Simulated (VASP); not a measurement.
# Co (Pm-3m) in VASP: notebook, part 2 of 2

VASP 6.6.1.

### 5 Single point, r2SCAN, collinear spin, ferromagnetic start (11.84 Å³/atom)

This run uses another cell than the first one, of 11.84 Å³/atom.

Input file POSCAR:

```
Co
1.0
    0.0000000000      2.2794794399      2.2794794399
    2.2794794399      0.0000000000      2.2794794399
    2.2794794399      2.2794794399      0.0000000000
Co
2
Direct
    0.0000000000      0.0000000000      0.0000000000
    0.5000000000      0.5000000000      0.5000000000
```

Input file INCAR.step1:

```
SYSTEM = Co
  PREC = Accurate
  ENCUT = 520
  ISMEAR = -1
  SIGMA = 0.05
  LREAL = .False.
  LASPH = .True.
  NELM = 150
  ISPIN = 2
  MAGMOM = -2.018 -2.018
  LMAXMIX = 4
  NBANDS = 20
  GGA = PE
  ALGO = Normal
  EDIFF = 1E-4
  LWAVE = .True.
  LCHARG = .False.
```

Input file INCAR.step2:

```
SYSTEM = Co
  PREC = Accurate
  ENCUT = 520
  EDIFF = 1E-6
  ISMEAR = -1
  SIGMA = 0.05
  LREAL = .False.
  LASPH = .True.
  NELM = 150
  ALGO = Normal
  ISIF = 2
  LWAVE = .False.
  LCHARG = .False.
  ISPIN = 2
  MAGMOM = -2.018 -2.018
  LORBIT = 11
  LMAXMIX = 4
  METAGGA = R2SCAN
  LMIXTAU = .True.
  NBANDS = 20
  ISTART = 1
```

Input file KPOINTS:

```
Automatic mesh
0
Gamma
  14 14 14
  0 0 0
```

Command:

```console
$ cat potpaw_PBE.64/Co/POTCAR > POTCAR
$ cp INCAR.step1 INCAR
$ mpirun -np 1 vasp_std > vasp.out
$ cp INCAR.step2 INCAR
$ mpirun -np 1 vasp_std > vasp.out
```

Wall time 90 s (1 thread of Intel Xeon 6975P-C (Granite Rapids), shared host); peak memory 0.2 GiB.

Results (log left out):

| Property | Result |
| --- | --- |
| Free energy | -24.9216 eV |
| Pressure | 11.0 GPa |
| Band gap on the k mesh | zero (filled and empty bands overlap) |
| Net moment | -4.00 μB per cell |
| Site moments | Co -2.03 μB |
| Valence electrons inside the program's atomic spheres | Co 8.32 |

Levels at points of the mesh, in eV from the Fermi level:
Spin up:
```
           k point  band 3  band 4  band 5  band 6  band 7  band 8  band 9  band 10  band 11  band 12
(0.00, 0.00, 0.00)   -3.95   -2.82   -2.82   -2.82    1.56    1.56    1.56     1.58     1.58    13.07
(0.50, 0.00, 0.00)   -1.96   -1.96   -1.96   -1.96   -0.18   -0.18   -0.18    -0.18     1.21     1.21
(0.50, 0.50, 0.00)   -3.32   -2.84   -2.20    0.08    0.08    0.39    0.39     1.51     1.68     4.98
```
Spin down:
```tsv
k point	band 9	band 10	band 11	band 12	band 13	band 14
(0.00, 0.00, 0.00)	-2.14	-0.62	-0.62	12.39	12.39	12.39
(0.50, 0.00, 0.00)	-3.19	-3.19	-1.18	-1.18	13.23	13.23
(0.50, 0.50, 0.00)	-2.03	-1.96	-0.69	3.47	4.97	4.97
```

Caveat: the cell stands under pressure; the PAW data sets were made with another functional, which shifts forces and pressure a little.

### 6 Single point, r2SCAN0, collinear spin, ferromagnetic start

This run uses another cell than the first one, of 11.39 Å³/atom.

Input file POSCAR:

```
Co
1.0
    0.0000000000      2.2498725961      2.2498725961
    2.2498725961      0.0000000000      2.2498725961
    2.2498725961      2.2498725961      0.0000000000
Co
2
Direct
    0.0000000000      0.0000000000      0.0000000000
    0.5000000000      0.5000000000      0.5000000000
```

Input file INCAR.step1:

```
SYSTEM = Co
ALGO = Normal
EDIFF = 1E-5
ENCUT = 520
GGA = PE
ISIF = 2
ISMEAR = -1
ISPIN = 2
KPAR = 4
LASPH = .True.
LMAXMIX = 4
LORBIT = 11
LREAL = .False.
LWAVE = .True.
MAGMOM = 2.018 2.018
NBANDS = 20
NELM = 150
PREC = Accurate
SIGMA = 0.1
```

Input file INCAR.step2:

```
SYSTEM = Co
AEXX = 0.25
ALGO = Normal
EDIFF = 1E-7
ENCUT = 520
ISIF = 2
ISMEAR = -1
ISPIN = 2
ISTART = 1
KPAR = 4
LASPH = .True.
LCHARG = .True.
LHFCALC = .True.
LMAXMIX = 4
LMIXTAU = .True.
LORBIT = 11
LREAL = .False.
LVHAR = .True.
LWAVE = .False.
MAGMOM = 2.018 2.018
METAGGA = R2SCAN
NBANDS = 20
NELM = 150
PREC = Accurate
PRECFOCK = Normal
SIGMA = 0.1
```

Input file KPOINTS:

```
k-points
0
Gamma
  6 6 6
  0 0 0
```

Potentials or basis: VASP PAW PBE potentials, release 64 (Co).

Command:

```console
$ cat potpaw_PBE.64/Co/POTCAR > POTCAR
$ cp INCAR.step1 INCAR
$ mpirun -np 4 vasp_std > vasp.out
$ cp INCAR.step2 INCAR
$ mpirun -np 4 vasp_std > vasp.out
```

Wall time 39 min (4 MPI ranks of Intel Xeon Platinum 8259CL at 2.50GHz (Skylake/Cascade Lake), shared host); peak memory 0.17 GiB.

It converged, with:

| Property | Result |
| --- | --- |
| Free energy | -29.0885 eV |
| Pressure | 37.7 GPa |
| Net moment | 4.48 μB per cell |
| Site moments | Co +2.27 μB |
| Valence electrons inside the program's atomic spheres | Co 8.38 |

Levels at points of the mesh, in eV from the Fermi level:
Spin up:
```
           k point  band 9  band 10  band 11  band 12  band 13  band 14
(0.00, 0.00, 0.00)   -5.54    -3.09    -3.09    13.51    13.51    13.51
(0.50, 0.00, 0.00)   -6.18    -6.18    -3.08    -3.08    14.20    14.20
(0.50, 0.50, 0.00)   -5.42    -3.54    -3.10     3.55     5.28     5.28
```
Spin down:
```tsv
k point	band 3	band 4	band 5	band 6	band 7	band 8	band 9	band 10
(0.00, 0.00, 0.00)	-7.15	-3.33	-3.33	-3.33	-1.00	-1.00	4.16	4.16
(0.50, 0.00, 0.00)	-4.75	-4.75	-4.75	-4.75	1.35	1.35	1.35	1.35
(0.50, 0.50, 0.00)	-5.82	-5.41	-3.83	-0.95	2.13	2.13	2.49	2.49
```

Caveat: the k points lie up to 0.40 Å⁻¹ apart; the PAW data sets were made with another functional, which shifts forces and pressure a little.

### 7 Single point, r2SCAN, non-collinear spin, typed start, spin-orbit coupling

This run uses another cell than the first one, of 11.39 Å³/atom.

Input file POSCAR:

```
Co
1.0
    0.0000000000      2.2498724596      2.2498724596
    2.2498724596      0.0000000000      2.2498724596
    2.2498724596      2.2498724596      0.0000000000
Co
2
Direct
    0.0000000000      0.0000000000      0.0000000000
    0.5000000000      0.5000000000      0.5000000000
```

Input file INCAR.step1:

```
  ALGO = Normal
  EDIFF = 1E-4
  ENCUT = 520
  GGA = PE
  GGA_COMPAT = False
  ISMEAR = -1
  LASPH = True
  LCHARG = False
  LMAXMIX = 4
  LNONCOLLINEAR = True
  LREAL = False
  LSORBIT = True
  LWAVE = True
  MAGMOM = 0 0 -2.018 0 0 -2.018
  NBANDS = 30
  NELM = 150
  PREC = Accurate
  SIGMA = 0.05
```

Input file INCAR.step2:

```
  ALGO = Normal
  EDIFF = 1E-7
  ENCUT = 520
  GGA_COMPAT = False
  ISIF = 2
  ISMEAR = -1
  ISTART = 1
  LASPH = True
  LCHARG = True
  LMAXMIX = 4
  LMIXTAU = True
  LNONCOLLINEAR = True
  LORBIT = 11
  LORBMOM = True
  LREAL = False
  LSORBIT = True
  LVHAR = True
  LWAVE = False
  MAGMOM = 0 0 -2.018 0 0 -2.018
  METAGGA = R2SCAN
  NBANDS = 30
  NELM = 150
  PREC = Accurate
  SIGMA = 0.05
```

Input file KPOINTS:

```
k-points
0
Gamma
  12 12 12
```

Command:

```console
$ cat potpaw_PBE.64/Co/POTCAR > POTCAR
$ cp INCAR.step1 INCAR
$ mpirun -np 1 vasp_ncl > vasp.out
$ cp INCAR.step2 INCAR
$ mpirun -np 1 vasp_ncl > vasp.out
```

It took 34 min on 1 thread of Intel Xeon 6975P-C (Granite Rapids), shared host; peak memory 0.4 GiB.

Results (log left out):

```yaml
Free_energy: -24.8521 eV
Pressure: 19.3 GPa
Net_moment: 3.89 μB per cell
Valence_electrons_inside_the_program's_atomic_spheres: Co 8.39
```

Moments on the atoms (μB; x, y, z):
```
Co   0.00  0.00 -1.98
Co   0.00  0.00 -1.98
```

Caveat: the cell stands under pressure; the PAW data sets were made with another functional, which shifts forces and pressure a little.

### 8 Overview

```csv
level,spin,cell,k mesh,smearing,grid for exact exchange (PRECFOCK),share of exact exchange,gap on the mesh (eV),pressure (GPa),moment (μB)
r2SCAN,"collinear, ferromagnetic start","a = 3.095 Å, angles 60.0°, 2 atoms",14 × 14 × 14,fermi-dirac 0.05 eV,-,-,none,43.5,3.82
r2SCAN,"collinear, ferromagnetic start","a = 3.139 Å, angles 60.0°, 2 atoms",14 × 14 × 14,fermi-dirac 0.05 eV,-,-,none,30.0,3.85
r2SCAN,"collinear, ferromagnetic start","a = 3.182 Å, angles 60.0°, 2 atoms",14 × 14 × 14,fermi-dirac 0.05 eV,-,-,none,19.4,3.93
r2SCAN,"collinear, ferromagnetic start","a = 3.224 Å, angles 60.0°, 2 atoms",14 × 14 × 14,fermi-dirac 0.05 eV,-,-,none,11.0,4.00
r2SCAN0,"collinear, ferromagnetic start","a = 3.182 Å, angles 60.0°, 2 atoms",6 × 6 × 6,fermi-dirac 0.1 eV,Normal,0.25,none,37.7,4.48
r2SCAN,"non-collinear, typed start, SOC","a = 3.182 Å, angles 60.0°, 2 atoms",12 × 12 × 12,fermi-dirac 0.05 eV,-,-,-,19.3,3.89
```

Alike in all rows: task single point; potentials or basis VASP PAW PBE potentials, release 64 (Co); cutoff (eV) 520.

Caveats: some runs use coarse meshes; the PAW data sets were made with another functional, which shifts forces and pressure a little; the cell stands under pressure (at least some runs).

Absolute energies hang on the potentials; compare differences alone.
